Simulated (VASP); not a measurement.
# BC5 (P3m1) in VASP: a series of runs

The runs below take BC5 through single point, with PBE+D3(BJ), r2SCAN+rVV10.

Everything below comes from runs of VASP 6.6.1. Logs are shortened: lines on timing, memory, paths and dates and some standing lists are left out, and cuts for length are marked.

## (1) The cell of the first run

It takes space group P3m1 (No. 156, trigonal). The conventional cell has a = 2.540 Å, b = 2.540 Å, c = 6.365 Å, α = 90.00°, β = 90.00°, γ = 120.00°. B (site symmetry 3m) has 4 C at 1.61 to 1.62 Å within 2.1 Å. Within 2.1 Å of C (site symmetry 3m) lie 3 C at 1.55 Å and 1 B at 1.61 Å. C (site symmetry 3m) has 4 C at 1.55 Å within 2.1 Å. C (site symmetry 3m) has 4 C at 1.50 to 1.56 Å within 2.0 Å. Within 2.1 Å of C (site symmetry 3m) lie 4 C at 1.55 to 1.56 Å. C (site symmetry 3m) has 1 C at 1.50 Å and 3 B at 1.62 Å within 2.0 Å.

## (2) Single point, PBE+D3(BJ)

Contents of INCAR:

```
SYSTEM = BC5
PREC = Accurate ; ENCUT = 520
EDIFF = 1E-6 ; ISMEAR = 1
SIGMA = 0.1 ; LREAL = .FALSE.
LASPH = .TRUE. ; NELM = 80
ALGO = Normal ; ISIF = 2
LWAVE = .FALSE. ; LCHARG = .TRUE.
GGA = PE ; IVDW = 12
LELF = .TRUE. ; LVHAR = .TRUE.
NBANDS = 20
```

Contents of KPOINTS:

```
regular mesh
0
G
  9 9 4
  0 0 0
```

Contents of POSCAR:

```
BC5
1.0
    2.5398078277      0.0000000000      0.0000000000
   -1.2699039139      2.1995380995      0.0000000000
    0.0000000000      0.0000000000      6.3650216792
B C
1 5
Direct
    0.3333333333      0.6666666667      0.0070349901
    0.3333333333      0.6666666667      0.2596414548
    0.6666666667      0.3333333333      0.3386311777
    0.0000000000      0.0000000000      0.6644254179
    0.6666666667      0.3333333333      0.5816423857
    0.0000000000      0.0000000000      0.8996235738
```

Potentials or basis: VASP PAW PBE potentials, release 64 (B, C).

Run with:

```bash
cat potpaw_PBE.64/B/POTCAR potpaw_PBE.64/C/POTCAR > POTCAR
mpirun -np 1 vasp_std > vasp.out
```

OUTCAR:

```text
SYSTEM = BC5
   PREC = Accurate
   ENCUT = 520
   EDIFF = 1E-6
   ISMEAR = 1
   LREAL = .FALSE.
   LASPH = .TRUE.
   NELM = 80
   ISIF = 2
   GGA = PE
   IVDW = 12
 IVDW          = 12

 ion  position               nearest neighbor table
   1  0.333  0.667  0.007-   2 1.61   6 1.62   6 1.62   6 1.62
   2  0.333  0.667  0.260-   3 1.55   3 1.55   3 1.55   1 1.61
   3  0.667  0.333  0.339-   5 1.55   2 1.55   2 1.55   2 1.55
   4  0.000  0.000  0.664-   6 1.50   5 1.56   5 1.56   5 1.56
   5  0.667  0.333  0.582-   3 1.55   4 1.56   4 1.56   4 1.56
   6  0.000  0.000  0.900-   4 1.50   1 1.62   1 1.62   1 1.62

  LATTYP: Found a hexagonal cell.
 ALAT       =     2.5398078277
 C/A-ratio  =     2.5061036547

  Lattice vectors:

 A1 = (   2.5398078277,   0.0000000000,   0.0000000000)
 A2 = (  -1.2699039139,   2.1995380995,   0.0000000000)
 A3 = (   0.0000000000,   0.0000000000,   6.3650216792)

Analysis of symmetry for initial positions (statically):
=====================================================================
 Subroutine PRICEL returns:
 Original cell was already a primitive cell.

 Routine SETGRP: Setting up the symmetry group for a
 hexagonal supercell.

 Subroutine GETGRP returns: Found  6 space group operations
 (whereof  6 operations were pure point group operations)
 out of a pool of 24 trial point group operations.

The static configuration has the point symmetry C_3v.

Analysis of symmetry for dynamics (positions and initial velocities):
=====================================================================
 Subroutine PRICEL returns:
 Original cell was already a primitive cell.

 Routine SETGRP: Setting up the symmetry group for a
 hexagonal supercell.

 Subroutine GETGRP returns: Found  6 space group operations
 (whereof  6 operations were pure point group operations)
 out of a pool of 24 trial point group operations.

The dynamic configuration has the point symmetry C_3v.

 Subroutine INISYM returns: Found  6 space group operations
 (whereof  6 operations are pure point group operations),
 and found     1 'primitive' translations

----------------------------------------------------------------------------------------

                                     Primitive cell

  volume of cell :      35.5576

  direct lattice vectors                    reciprocal lattice vectors
     2.539807828  0.000000000  0.000000000     0.393730576  0.227320454  0.000000000
    -1.269903914  2.199538099  0.000000000     0.000000000  0.454640909  0.000000000
     0.000000000  0.000000000  6.365021679     0.000000000  0.000000000  0.157108656

  length of vectors
     2.539807828  2.539807828  6.365021679     0.454640909  0.454640909  0.157108656

  position of ions in fractional coordinates (direct lattice)
     0.333333333  0.666666667  0.007034990
     0.333333333  0.666666667  0.259641455
     0.666666667  0.333333333  0.338631178
     0.000000000  0.000000000  0.664425418
     0.666666667  0.333333333  0.581642386
     0.000000000  0.000000000  0.899623574

  ion indices of the primitive-cell ions
   primitive index   ion index
                 1           1
                 2           2
                 3           3
                 4           4
                 5           5
                 6           6

----------------------------------------------------------------------------------------

 KPOINTS: regular mesh

Automatic generation of k-mesh.
 Grid dimensions read from file:
 generate k-points for:    9    9    4

 Generating k-lattice:

  Cartesian coordinates                     Fractional coordinates (reciprocal lattice)
     0.043747842  0.025257828  0.000000000     0.111111111 -0.000000000  0.000000000
     0.000000000  0.050515657  0.000000000     0.000000000  0.111111111  0.000000000
     0.000000000  0.000000000  0.039277164     0.000000000  0.000000000  0.250000000

  Length of vectors
     0.050515657  0.050515657  0.039277164

  Shift w.r.t. Gamma in fractional coordinates (k-lattice)
     0.000000000  0.000000000  0.000000000

 Subroutine IBZKPT returns following result:
 ===========================================

 Found     43 irreducible k-points:

 Following reciprocal coordinates:
            Coordinates               Weight
  0.000000  0.000000  0.000000      1.000000
  0.111111  0.000000  0.000000      6.000000
  0.222222 -0.000000  0.000000      6.000000
  0.333333  0.000000  0.000000      6.000000
  0.444444 -0.000000  0.000000      6.000000
  0.111111  0.111111  0.000000      6.000000
[... 16 lines left out ...]
  0.222222  0.111111  0.250000     12.000000
 -0.111111  0.333333  0.250000     12.000000
 [... further k-points ...]
   k-points           NKPTS =     43   k-points in BZ     NKDIM =     43   number of bands    NBANDS=     20
   number of dos      NEDOS =    301   number of ions     NIONS =      6
   total plane-waves  NPLWV =  19200
   dimension x,y,z NGX =    20 NGY =   20 NGZ =   48
   dimension x,y,z NGXF=    40 NGYF=   40 NGZF=   96
   ions per type =               1   5
   NGX,Y,Z   is equivalent  to a cutoff of  13.09, 13.09, 12.54 a.u.
   NGXF,Y,Z  is equivalent  to a cutoff of  26.18, 26.18, 25.07 a.u.
 SYSTEM =  BC5
   PREC   = accura    normal or accurate (medium, high low for compatibility)
   ISTART =      0    job   : 0-new  1-cont  2-samecut
   ICHARG =      2    charge: 1-file 2-atom 10-const
   ISPIN  =      1    spin polarized calculation?
   LNONCOLLINEAR =      F non collinear calculations
   LSORBIT =      F    spin-orbit coupling
   LASPH  =      T    aspherical Exc in radial PAW
   ENCUT  =  520.0 eV  38.22 Ry    6.18 a.u.   4.72  4.72 11.83*2*pi/ulx,y,z
   NELM   =     80;   NELMIN=  2; NELMDL= -5     # of ELM steps
   EDIFF  = 0.1E-05   stopping-criterion for ELM
   LREAL  =      F    real-space projection
   EDIFFG = 0.1E-04   stopping-criterion for IOM
   NSW    =      0    number of steps for IOM
   IBRION =     -1    ionic relax: 0-MD 1-quasi-New 2-CG
   NFREE  =      0    steps in history (QN), initial steepest desc. (CG)
   ISIF   =      2    stress and relaxation
   ISYM   =      2    0-nonsym 1-usesym 2-fastsym
   POTIM  = 0.5000    time-step for ionic-motion
   TEBEG  =    0.0;   TEEND  =   0.0 temperature during run
   PSTRESS=    0.0 pullay stress
   NELECT =      23.0000    total number of electrons
   NUPDOWN=      -1.0000    fix difference up-down
   EMIN   =  10.00;   EMAX   =-10.00  energy-range for DOS
   EFERMI =   0.00;   METHOD = LEGACY
   ISMEAR =     1;   SIGMA  =   0.10  broadening in eV -4-tet -1-fermi 0-gaus
   EFERMI_NEDOS =   21; number of points for ismear=-14 and -15
   IALGO  =     38    algorithm
   IMIX   =      4    mixing-type and parameters
     AMIX     =   0.40;   BMIX     =  1.00
     AMIX_MAG =   1.60;   BMIX_MAG =  1.00
  volume/ion in A,a.u.               =       5.93        39.99
  Fermi-wavevector in a.u.,A,eV,Ry     =   1.415816  2.675504 27.273339  2.004534
  Thomas-Fermi vector in A             =   2.537215
   LORBIT       =      0    0 simple, 1 ext, 2 COOP (PROOUT), +10 PAW based schemes
   GGA     = PE    functional components
   LHFCALC =     F    Hartree Fock is set to
   AEXX    =    0.0000 exact exchange contribution
   IVDW    =    12    specifies the selected vdW correction
   LEPSILON=     F    determine dielectric tensor
   LRPA    =     F    only Hartree local field effects (RPA)
 non-spin polarized calculation
 Methfessel and Paxton  Order N= 1 SIGMA  =   0.10
  energy-cutoff  :      520.00
  volume of cell :       35.56
 maximum number of plane-waves:       983
 NGX is ok and might be reduce to    20
   NGX =  9   NGY =  9   NGZ = 23

 number of electron      23.0000000 magnetization

 Free energy of the ion-electron system (eV)
  ---------------------------------------------------
  ext. energy  EPLUGINS =         0.00000000
  ---------------------------------------------------
  free energy    TOTEN  =       -51.28520646 eV

  energy without entropy =      -51.28645469  energy(sigma->0) =      -51.28562254

 E-fermi :   7.9412     XC(G=0): -12.9656

 val. band max:        7.8720530159   @ k =   0.3333   0.0000   0.0000
 cond. band min:       7.9523920514   @ k =   0.1111   0.1111   0.5000
 fundamental gap:      0.0803390355
 Fermi energy:         7.9412076280

 k-point     1 :       0.0000    0.0000    0.0000
  band No.  band energies     occupation
      1     -11.9840      2.00000
      2      -9.3378      2.00000
      3      -7.4341      2.00000
      4      -0.3213      2.00000
      5       0.5122      2.00000
      6       6.3228      2.00000
[... 12 lines left out ...]
     19      18.8370      0.00000
     20      19.2028      0.00000

 k-point     2 :       0.1111    0.0000    0.0000
  band No.  band energies     occupation
      1     -11.6869      2.00000
      2      -9.0509      2.00000
      3      -7.1483      2.00000
      4      -0.1144      2.00000
      5       0.7263      2.00000
      6       4.8922      2.00000
[... 12 lines left out ...]
     19      18.8549      0.00000
     20      19.9283      0.00000

 k-point     3 :       0.2222   -0.0000    0.0000
  band No.  band energies     occupation
      1     -10.8024      2.00000
      2      -8.2002      2.00000
      3      -6.3037      2.00000
      4       0.3474      2.00000
      5       1.2641      2.00000
      6       2.1105      2.00000
[... 12 lines left out ...]
     19      19.8414      0.00000
     20      21.0486      0.00000

 k-point     4 :       0.3333    0.0000    0.0000
  band No.  band energies     occupation
      1      -9.3587      2.00000
      2      -6.8360      2.00000
      3      -4.9710      2.00000
      4      -1.3510      2.00000
      5       0.3652      2.00000
      6       1.7829      2.00000
[... 12 lines left out ...]
     19      19.8400      0.00000
     20      21.6596      0.00000

 k-point     5 :       0.4444   -0.0000    0.0000
  band No.  band energies     occupation
      1      -7.4772      2.00000
      2      -5.5332      2.00000
      3      -4.0078      2.00000
      4      -2.8671      2.00000
      5      -2.0130      2.00000
      6       0.0825      2.00000
[... 12 lines left out ...]
     19      20.0781      0.00000
     20      20.9832      0.00000

 k-point     6 :       0.1111    0.1111    0.0000
  band No.  band energies     occupation
      1     -11.0960      2.00000
      2      -8.4818      2.00000
      3      -6.5828      2.00000
      4       0.2453      2.00000
      5       1.1161      2.00000
      6       3.2360      2.00000
[... 12 lines left out ...]
     19      19.7444      0.00000
     20      20.4680      0.00000

 k-point     7 :       0.2222    0.1111    0.0000
  band No.  band energies     occupation
      1      -9.9303      2.00000
      2      -7.3686      2.00000
      3      -5.4848      2.00000
      4      -0.0239      2.00000
      5       1.1110      2.00000
      6       1.7893      2.00000
[... 12 lines left out ...]
     19      19.8366      0.00000
     20      21.0384      0.00000
[... 277 lines left out ...]
 k-point    20 :       0.4444   -0.0000    0.2500
  band No.  band energies     occupation
      1      -7.4097      2.00000
      2      -5.7545      2.00000
      3      -3.8297      2.00000
      4      -3.0187      2.00000
      5      -1.8890      2.00000
      6       0.6817      2.00000
[... 12 lines left out ...]
     19      20.0763      0.00000
     20      21.4726      0.00000

 k-point    21 :       0.0000    0.4444    0.2500
  band No.  band energies     occupation
      1      -7.4190      2.00000
      2      -5.6345      2.00000
      3      -4.2918      2.00000
      4      -2.6546      2.00000
      5      -1.6602      2.00000
      6       0.5181      2.00000
[... 12 lines left out ...]
     19      21.0835      0.00000
     20      21.8165      0.00000

 k-point    22 :       0.1111    0.1111    0.2500
  band No.  band energies     occupation
      1     -11.0205      2.00000
      2      -8.9045      2.00000
      3      -5.8296      2.00000
      4      -1.5186      2.00000
      5       2.8554      2.00000
      6       3.3543      2.00000
[... 12 lines left out ...]
     19      19.6825      0.00000
     20      20.2799      0.00000

 k-point    23 :       0.2222    0.1111    0.2500
  band No.  band energies     occupation
      1      -9.8565      2.00000
      2      -7.7752      2.00000
      3      -4.7592      2.00000
      4      -0.9121      2.00000
      5       0.6062      2.00000
      6       1.9592      2.00000
[... 12 lines left out ...]
     19      20.0210      0.00000
     20      20.8526      0.00000

 k-point    24 :      -0.1111    0.3333    0.2500
  band No.  band energies     occupation
      1      -9.8567      2.00000
      2      -7.7710      2.00000
      3      -4.7874      2.00000
      4      -0.8007      2.00000
      5       0.7297      2.00000
      6       1.7746      2.00000
[... 12 lines left out ...]
     19      20.0534      0.00000
     20      21.4322      0.00000

 [... further k-points ...]

------------------------ aborting loop because EDIFF is reached ----------------------------------------

 Edisp (eV)   -1.16066

 E8    (eV) :    -0.3438

  FORCE on cell =-STRESS in cart. coord.  units (eV):
  Direction    XX          YY          ZZ          XY          YZ          ZX
  --------------------------------------------------------------------------------------
  -------------------------------------------------------------------------------------
  Total       0.12631     0.12631     0.10193    -0.00000     0.00000     0.00000
  in kB       5.69132     5.69132     4.59288    -0.00000     0.00000     0.00000
  external pressure =        5.33 kB  Pullay stress =        0.00 kB

 VOLUME and BASIS-vectors are now :
 -----------------------------------------------------------------------------
  energy-cutoff  :      520.00
  volume of cell :       35.56
      direct lattice vectors                 reciprocal lattice vectors
     2.539807828  0.000000000  0.000000000     0.393730576  0.227320454  0.000000000
    -1.269903914  2.199538099  0.000000000     0.000000000  0.454640909  0.000000000
     0.000000000  0.000000000  6.365021679     0.000000000  0.000000000  0.157108656

 POSITION                                       TOTAL-FORCE (eV/Angst)
 -----------------------------------------------------------------------------------
     -0.00000      1.46636      0.04478         0.000000     -0.000000     -0.007039
     -0.00000      1.46636      1.65262        -0.000000      0.000000     -0.009619
      1.26990      0.73318      2.15539        -0.000000     -0.000000     -0.005741
      0.00000      0.00000      4.22908        -0.000000      0.000000     -0.016882
      1.26990      0.73318      3.70217         0.000000     -0.000000      0.004084
      0.00000      0.00000      5.72612         0.000000     -0.000000      0.035198
 -----------------------------------------------------------------------------------
    total drift:                               -0.000000      0.000000     -0.000047

  FREE ENERGIE OF THE ION-ELECTRON SYSTEM (eV)
  ---------------------------------------------------
  free  energy   TOTEN  =       -52.4458649851 eV

  energy  without entropy=      -52.4471132157  energy(sigma->0) =      -52.44628106
```

It took 35 s on 1 thread of Intel Xeon Platinum 8488C (Sapphire Rapids), shared host; peak memory 0.17 GiB.

What came out:

```
Free energy                : -52.4459 eV
Pressure                   : 0.5 GPa
Largest force              : 0.035 eV/Å
Dispersion energy per atom : -0.193 eV
```

Forces on the atoms (eV/Å):
```
B    0.000  0.000 -0.007
C    0.000  0.000 -0.010
C    0.000  0.000 -0.006
C    0.000  0.000 -0.017
C    0.000  0.000  0.004
C    0.000  0.000  0.035
```

Stress tensor (GPa, compression positive):
```
0.57 0.00 0.00
0.00 0.57 0.00
0.00 0.00 0.46
```

Levels at points of the mesh, in eV from the Fermi level:
```tsv
k point	band 9	band 10	band 11	band 12	band 13	band 14	band 15	band 16
(0.00, 0.00, 0.00)	-0.35	0.96	2.62	2.62	6.92	6.92	7.06	9.00
(0.00, 0.00, 0.50)	-0.14	-0.14	2.27	2.27	7.78	7.78	8.37	8.48
```

Caveat: pairwise dispersion overbinds metals, which lowers pressure and volume.

## (3) Single point, r2SCAN+rVV10

This run uses another cell than the first one, of 5.95 Å³/atom, 1.003 times its volume.

Contents of POSCAR:

```
BC5
1.0
    2.5433348178      0.0000000000      0.0000000000
   -1.2716674089      2.2025925625      0.0000000000
    0.0000000000      0.0000000000      6.3683109423
B C
1 5
Direct
    0.3333333333      0.6666666667      0.0069444192
    0.3333333333      0.6666666667      0.2595040353
    0.6666666667      0.3333333333      0.3388255933
    0.0000000000      0.0000000000      0.6646280397
    0.6666666667      0.3333333333      0.5815838253
    0.0000000000      0.0000000000      0.8995130873
```

Contents of INCAR.step1:

```
ALGO = Normal
EDIFF = 1E-4
ENCUT = 520
GGA = PE
ISMEAR = 1
LASPH = True
LCHARG = False
LREAL = False
LWAVE = True
NBANDS = 20
NELM = 60
PREC = Accurate
SIGMA = 0.1
```

Contents of INCAR.step2:

```
ALGO = Normal
BPARAM = 11.95
CPARAM = 0.0093
EDIFF = 1E-6
ENCUT = 520
ISIF = 2
ISMEAR = 1
ISTART = 1
IVDW_NL = 2
LASPH = True
LCHARG = False
LMIXTAU = True
LREAL = False
LUSE_VDW = True
LWAVE = False
METAGGA = R2SCAN
NBANDS = 20
NELM = 60
PREC = Accurate
SIGMA = 0.1
```

Contents of KPOINTS:

```
k-points
0
Gamma
  9 9 4
```

Potentials or basis: VASP PAW PBE potentials, release 64 (B, C).

Run with:

```bash
cat potpaw_PBE.64/B/POTCAR potpaw_PBE.64/C/POTCAR > POTCAR
cp INCAR.step1 INCAR
mpirun -np 1 vasp_std > vasp.out
cp INCAR.step2 INCAR
mpirun -np 1 vasp_std > vasp.out
```

Run time: 2.2 min. Hardware: 1 thread of Intel Xeon Platinum 8488C (Sapphire Rapids), shared host; peak memory 0.24 GiB.

The run converged. Its results:

* Free energy: -55.3780 eV
* Pressure: 0.9 GPa
* Largest force: 0.052 eV/Å

Forces in eV/Å, atoms in the order of the input:
```
B    0.000  0.000 -0.023
C    0.000  0.000  0.000
C    0.000  0.000 -0.025
C    0.000  0.000 -0.023
C    0.000  0.000  0.019
C    0.000  0.000  0.052
```

Levels at points of the mesh, in eV from the Fermi level:
| k point | band 10 | band 11 | band 12 | band 13 | band 14 | band 15 |
| --- | --- | --- | --- | --- | --- | --- |
| (0.00, 0.00, 0.00) | 0.99 | 2.79 | 2.79 | 7.25 | 7.25 | 7.42 |
| (0.00, 0.00, 0.50) | -0.12 | 2.40 | 2.40 | 8.17 | 8.17 | 8.73 |

Caveat: the PAW data sets were made with another functional, which shifts forces and pressure a little.
